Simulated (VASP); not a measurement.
Here is a VASP 6.6.1 calculation.

Contents of INCAR:

```
SYSTEM = CaO
PREC = Accurate
ENCUT = 600
EDIFF = 1E-6
ISMEAR = 0
SIGMA = 0.01
LREAL = .False.
LASPH = .True.
NELM = 120
ALGO = Normal
ISIF = 2
LWAVE = .False.
LCHARG = .True.
GGA = PE
LELF = .True.
LVHAR = .True.
NBANDS = 15
GGA_COMPAT = .False.
```

File KPOINTS:

```
regular mesh
0
Gamma
  6 6 6
  0 0 0
```

Contents of POSCAR:

```
CaO
1.0
    0.0000000000      2.4371549459      2.4371549459
    2.4371549459      0.0000000000      2.4371549459
    2.4371549459      2.4371549459      0.0000000000
Ca O
1 1
Direct
    0.0000000000      0.0000000000      0.0000000000
    0.5000000000      0.5000000000      0.5000000000
```

Potentials or basis: VASP PAW PBE potentials, release 64 (Ca_sv, O).

The run is started by

```bash
$ cat potpaw_PBE.64/Ca_sv/POTCAR potpaw_PBE.64/O/POTCAR > POTCAR
$ mpirun -np 1 vasp_std > vasp.out
```

Task: What does it give for the band gap on the k mesh?

Result: 3.64 eV (least direct gap 4.03 eV).

Task: Estimate the pressure.

Result: -2.3 GPa.

A k mesh can miss the band edges.
